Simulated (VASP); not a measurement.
# NaH (I4mm) in VASP: a series of runs

The runs below take NaH through single point, with LDA.

Program: VASP 6.6.1. These are calculated values, not measurements. Logs are shortened: lines on timing, memory, paths and dates and some standing lists are left out, and cuts for length are marked.

## Step 1: The cell of the first run

The structure is tetragonal, space group I4mm (No. 107). Conventional cell: a = 3.375 Å, b = 3.375 Å, c = 4.773 Å, α = 90.00°, β = 90.00°, γ = 90.00°. Na (site symmetry 4mm) has 6 H at 2.10 to 2.67 Å within 2.8 Å. H (site symmetry 4mm) has 6 Na at 2.10 to 2.67 Å within 2.8 Å.

## Step 2: Single point, LDA (shortest bond scaled by 0.88)

Input file INCAR:

```
SYSTEM = NaH
  PREC = Accurate
  ENCUT = 520
  EDIFF = 1E-6
  ISMEAR = -1
  SIGMA = 0.03
  LREAL = .False.
  LASPH = .True.
  NELM = 100
  ALGO = Normal
  ISIF = 2
  LWAVE = .False.
  LCHARG = .False.
  NBANDS = 11
```

Input file KPOINTS:

```
Automatic mesh
0
Gamma
  8 8 8
  0 0 0
```

Input file POSCAR:

```
NaH
1.0
    0.0000000000      2.3864216652      2.3864216652
    2.3864216652      0.0000000000      2.3864216652
    2.3864216652      2.3864216652      0.0000000000
Na H
1 1
Direct
   -0.0300000000     -0.0300000000      0.0300000000
    0.5300000000      0.5300000000      0.4700000000
```

Potentials or basis: VASP PAW LDA potentials, release 64 (Na_pv, H).

Run with:

```console
$ cat potpaw_LDA.64/Na_pv/POTCAR potpaw_LDA.64/H/POTCAR > POTCAR
$ mpirun -np 1 vasp_std > vasp.out
```

OUTCAR:

```text
SYSTEM = NaH
   PREC = Accurate
   ENCUT = 520
   EDIFF = 1E-6
   ISMEAR = -1
   LREAL = .False.
   LASPH = .True.
   NELM = 100
   ISIF = 2

 ion  position               nearest neighbor table
   1  0.970  0.970  0.030-
   2  0.530  0.530  0.470-

  LATTYP: Found a face centered cubic cell.
 ALAT       =     4.7728433304

  Lattice vectors:

 A1 = (   0.0000000000,   2.3864216652,   2.3864216652)
 A2 = (   2.3864216652,   0.0000000000,   2.3864216652)
 A3 = (   2.3864216652,   2.3864216652,   0.0000000000)

Analysis of symmetry for initial positions (statically):
=====================================================================
 Subroutine PRICEL returns:
 Original cell was already a primitive cell.

 Routine SETGRP: Setting up the symmetry group for a
 face centered cubic supercell.

 Subroutine GETGRP returns: Found  8 space group operations
 (whereof  8 operations were pure point group operations)
 out of a pool of 48 trial point group operations.

The static configuration has the point symmetry C_4v.

Analysis of symmetry for dynamics (positions and initial velocities):
=====================================================================
 Subroutine PRICEL returns:
 Original cell was already a primitive cell.

 Routine SETGRP: Setting up the symmetry group for a
 face centered cubic supercell.

 Subroutine GETGRP returns: Found  8 space group operations
 (whereof  8 operations were pure point group operations)
 out of a pool of 48 trial point group operations.

The dynamic configuration has the point symmetry C_4v.

 Subroutine INISYM returns: Found  8 space group operations
 (whereof  8 operations are pure point group operations),
 and found     1 'primitive' translations

----------------------------------------------------------------------------------------

                                     Primitive cell

  volume of cell :      27.1814

  direct lattice vectors                    reciprocal lattice vectors
     0.000000000  2.386421665  2.386421665    -0.209518715  0.209518715  0.209518715
     2.386421665  0.000000000  2.386421665     0.209518715 -0.209518715  0.209518715
     2.386421665  2.386421665  0.000000000     0.209518715  0.209518715 -0.209518715

  length of vectors
     3.374909884  3.374909884  3.374909884     0.362897059  0.362897059  0.362897059

  position of ions in fractional coordinates (direct lattice)
     0.970000000  0.970000000  0.030000000
     0.530000000  0.530000000  0.470000000

  ion indices of the primitive-cell ions
   primitive index   ion index
                 1           1
                 2           2

----------------------------------------------------------------------------------------

 KPOINTS: Automatic mesh

Automatic generation of k-mesh.
 Grid dimensions read from file:
 generate k-points for:    8    8    8

 Generating k-lattice:

  Cartesian coordinates                     Fractional coordinates (reciprocal lattice)
    -0.026189839  0.026189839  0.026189839     0.125000000  0.000000000  0.000000000
     0.026189839 -0.026189839  0.026189839     0.000000000  0.125000000  0.000000000
     0.026189839  0.026189839 -0.026189839     0.000000000  0.000000000  0.125000000

  Length of vectors
     0.045362132  0.045362132  0.045362132

  Shift w.r.t. Gamma in fractional coordinates (k-lattice)
     0.000000000  0.000000000  0.000000000

 Subroutine IBZKPT returns following result:
 ===========================================

 Found     59 irreducible k-points:

 Following reciprocal coordinates:
            Coordinates               Weight
  0.000000  0.000000  0.000000      1.000000
  0.125000  0.000000  0.000000      8.000000
  0.250000  0.000000  0.000000      8.000000
  0.375000  0.000000  0.000000      8.000000
  0.500000  0.000000  0.000000      4.000000
  0.125000  0.125000  0.000000      2.000000
[... 16 lines left out ...]
  0.000000  0.375000  0.250000     16.000000
  0.500000  0.250000  0.000000      8.000000
 [... further k-points ...]
   k-points           NKPTS =     59   k-points in BZ     NKDIM =     59   number of bands    NBANDS=     11
   number of dos      NEDOS =    301   number of ions     NIONS =      2
   total plane-waves  NPLWV =  21952
   dimension x,y,z NGX =    28 NGY =   28 NGZ =   28
   dimension x,y,z NGXF=    56 NGYF=   56 NGZF=   56
   ions per type =               1   1
   NGX,Y,Z   is equivalent  to a cutoff of  13.79, 13.79, 13.79 a.u.
   NGXF,Y,Z  is equivalent  to a cutoff of  27.59, 27.59, 27.59 a.u.
 SYSTEM =  NaH
   PREC   = accura    normal or accurate (medium, high low for compatibility)
   ISTART =      0    job   : 0-new  1-cont  2-samecut
   ICHARG =      2    charge: 1-file 2-atom 10-const
   ISPIN  =      1    spin polarized calculation?
   LNONCOLLINEAR =      F non collinear calculations
   LSORBIT =      F    spin-orbit coupling
   LASPH  =      T    aspherical Exc in radial PAW
   ENCUT  =  520.0 eV  38.22 Ry    6.18 a.u.   6.28  6.28  6.28*2*pi/ulx,y,z
   NELM   =    100;   NELMIN=  2; NELMDL= -5     # of ELM steps
   EDIFF  = 0.1E-05   stopping-criterion for ELM
   LREAL  =      F    real-space projection
   EDIFFG = 0.1E-04   stopping-criterion for IOM
   NSW    =      0    number of steps for IOM
   IBRION =     -1    ionic relax: 0-MD 1-quasi-New 2-CG
   NFREE  =      0    steps in history (QN), initial steepest desc. (CG)
   ISIF   =      2    stress and relaxation
   ISYM   =      2    0-nonsym 1-usesym 2-fastsym
   POTIM  = 0.5000    time-step for ionic-motion
   TEBEG  =    0.0;   TEEND  =   0.0 temperature during run
   PSTRESS=    0.0 pullay stress
   NELECT =       8.0000    total number of electrons
   NUPDOWN=      -1.0000    fix difference up-down
   EMIN   =  10.00;   EMAX   =-10.00  energy-range for DOS
   EFERMI =   0.00;   METHOD = LEGACY
   ISMEAR =    -1;   SIGMA  =   0.03  broadening in eV -4-tet -1-fermi 0-gaus
   EFERMI_NEDOS =   21; number of points for ismear=-14 and -15
   IALGO  =     38    algorithm
   IMIX   =      4    mixing-type and parameters
     AMIX     =   0.40;   BMIX     =  1.00
     AMIX_MAG =   1.60;   BMIX_MAG =  1.00
  volume/ion in A,a.u.               =      13.59        91.71
  Fermi-wavevector in a.u.,A,eV,Ry     =   1.088966  2.057847 16.134427  1.185847
  Thomas-Fermi vector in A             =   2.225159
   LORBIT       =      0    0 simple, 1 ext, 2 COOP (PROOUT), +10 PAW based schemes
   GGA     = CA    functional components
   LHFCALC =     F    Hartree Fock is set to
   AEXX    =    0.0000 exact exchange contribution
   IVDW    =     0    specifies the selected vdW correction
   LEPSILON=     F    determine dielectric tensor
   LRPA    =     F    only Hartree local field effects (RPA)
 non-spin polarized calculation
  energy-cutoff  :      520.00
  volume of cell :       27.18
 maximum number of plane-waves:       754
 NGX is ok and might be reduce to    28
   NGX = 13   NGY = 13   NGZ = 13

 number of electron       8.0000000 magnetization

 Free energy of the ion-electron system (eV)
  ---------------------------------------------------
  ext. energy  EPLUGINS =         0.00000000
  ---------------------------------------------------
  free energy    TOTEN  =        -5.35854364 eV

  energy without entropy =       -5.35854364  energy(sigma->0) =       -5.35854364

 E-fermi :  -0.4171     XC(G=0):  -8.3535

 val. band max:       -1.0811785330   @ k =   0.2500  -0.2500   0.5000
 cond. band min:       2.3596955883   @ k =   0.5000   0.0000   0.0000
 fundamental gap:      3.4408741213
 Fermi energy:        -0.4170704774

 k-point     1 :       0.0000    0.0000    0.0000
  band No.  band energies     occupation
      1     -23.1889      2.00000
      2     -23.1889      2.00000
      3     -23.1865      2.00000
      4      -4.9833      2.00000
      5       9.4295      0.00000
      6      14.1330      0.00000
      7      14.1330      0.00000
      8      14.4038      0.00000
      9      15.7314      0.00000
     10      15.7314      0.00000
     11      15.8303      0.00000

 k-point     2 :       0.1250    0.0000    0.0000
  band No.  band energies     occupation
      1     -23.2049      2.00000
      2     -23.1908      2.00000
      3     -23.1891      2.00000
      4      -4.7013      2.00000
      5       8.4620      0.00000
      6      11.8565      0.00000
      7      13.5353      0.00000
      8      13.7674      0.00000
      9      16.0991      0.00000
     10      16.4883      0.00000
     11      16.9638      0.00000

 k-point     3 :       0.2500    0.0000    0.0000
  band No.  band energies     occupation
      1     -23.2448      2.00000
      2     -23.1956      2.00000
      3     -23.1938      2.00000
      4      -3.8976      2.00000
      5       6.0093      0.00000
      6      10.4128      0.00000
      7      12.8160      0.00000
      8      13.0370      0.00000
      9      16.2274      0.00000
     10      16.2968      0.00000
     11      17.8300      0.00000

 k-point     4 :       0.3750    0.0000    0.0000
  band No.  band energies     occupation
      1     -23.2841      2.00000
      2     -23.2004      2.00000
      3     -23.1985      2.00000
      4      -2.7576      2.00000
      5       3.5521      0.00000
      6       9.8117      0.00000
      7      12.3713      0.00000
      8      12.6000      0.00000
      9      15.4750      0.00000
     10      15.4924      0.00000
     11      18.0025      0.00000

 k-point     5 :       0.5000    0.0000    0.0000
  band No.  band energies     occupation
      1     -23.3002      2.00000
      2     -23.2023      2.00000
      3     -23.2004      2.00000
      4      -2.0281      2.00000
      5       2.3597      0.00000
      6       9.6369      0.00000
      7      12.2236      0.00000
      8      12.4607      0.00000
      9      15.1796      0.00000
     10      15.1900      0.00000
     11      17.8225      0.00000
[... 211 lines left out ...]
 k-point    21 :       0.0000    0.2500    0.2500
  band No.  band energies     occupation
      1     -23.2417      2.00000
      2     -23.2075      2.00000
      3     -23.2056      2.00000
      4      -3.5682      2.00000
      5       6.3179      0.00000
      6      10.1369      0.00000
      7      10.7962      0.00000
      8      10.9574      0.00000
      9      13.8432      0.00000
     10      18.6559      0.00000
     11      21.0113      0.00000

 k-point    22 :       0.3750    0.2500    0.0000
  band No.  band energies     occupation
      1     -23.2636      2.00000
      2     -23.2163      2.00000
      3     -23.2136      2.00000
      4      -2.7342      2.00000
      5       5.0739      0.00000
      6       8.0690      0.00000
      7      10.3280      0.00000
      8      11.4314      0.00000
      9      13.5453      0.00000
     10      19.2502      0.00000
     11      20.3994      0.00000

 k-point    23 :       0.0000    0.3750    0.2500
  band No.  band energies     occupation
      1     -23.2643      2.00000
      2     -23.2159      2.00000
      3     -23.2122      2.00000
      4      -2.7308      2.00000
      5       5.0072      0.00000
      6       8.0693      0.00000
      7      10.2801      0.00000
      8      11.4516      0.00000
      9      13.8694      0.00000
     10      18.9307      0.00000
     11      20.4929      0.00000

 k-point    24 :       0.5000    0.2500    0.0000
  band No.  band energies     occupation
      1     -23.2783      2.00000
      2     -23.2293      2.00000
      3     -23.2145      2.00000
      4      -1.7973      2.00000
      5       3.7376      0.00000
      6       6.5349      0.00000
      7      10.3702      0.00000
      8      11.2497      0.00000
      9      15.8314      0.00000
     10      19.0697      0.00000
     11      19.2419      0.00000

 [... further k-points ...]

------------------------ aborting loop because EDIFF is reached ----------------------------------------

  FORCE on cell =-STRESS in cart. coord.  units (eV):
  Direction    XX          YY          ZZ          XY          YZ          ZX
  --------------------------------------------------------------------------------------
  -------------------------------------------------------------------------------------
  Total       -0.2704740     -0.2704740      0.2501804      0.0000000     -0.0000000     -0.0000000
  in kB      -15.9428015    -15.9428015     14.7466161      0.0000000     -0.0000000     -0.0000000
  external PRESSURE =      -5.7129956 kB  Pullay stress =       0.0000000 kB

 VOLUME and BASIS-vectors are now :
 -----------------------------------------------------------------------------
  energy-cutoff  :      520.00
  volume of cell :       27.18
      direct lattice vectors                 reciprocal lattice vectors
     0.000000000  2.386421665  2.386421665    -0.209518715  0.209518715  0.209518715
     2.386421665  0.000000000  2.386421665     0.209518715 -0.209518715  0.209518715
     2.386421665  2.386421665  0.000000000     0.209518715  0.209518715 -0.209518715

 POSITION                                       TOTAL-FORCE (eV/Angst)
 -----------------------------------------------------------------------------------
      2.38642      2.38642      4.62966         0.000000      0.000000      0.353827
      2.38642      2.38642      2.52961         0.000000      0.000000     -0.353827
 -----------------------------------------------------------------------------------
    total drift:                               -0.000000     -0.000000      0.000014

  FREE ENERGIE OF THE ION-ELECTRON SYSTEM (eV)
  ---------------------------------------------------
  free  energy   TOTEN  =        -5.3585436379 eV

  energy  without entropy=       -5.3585436379  energy(sigma->0) =       -5.35854364
```

Wall time 21 s (1 thread of AMD EPYC 7R13, shared host); peak memory 0.11 GiB.

Results:

```
Free energy            : -5.3585 eV
Pressure               : -0.6 GPa
Largest force          : 0.354 eV/Å
Band gap on the k mesh : 3.44 eV, indirect (least direct gap 4.39 eV)
```

Forces on the atoms (eV/Å):
```
Na   0.000  0.000  0.354
H    0.000  0.000 -0.354
```

Caveat: the cell differs from its parent crystal (shortest bond scaled by 0.88). A k mesh can miss the band edges.

(Continued in part 2 of 3.)
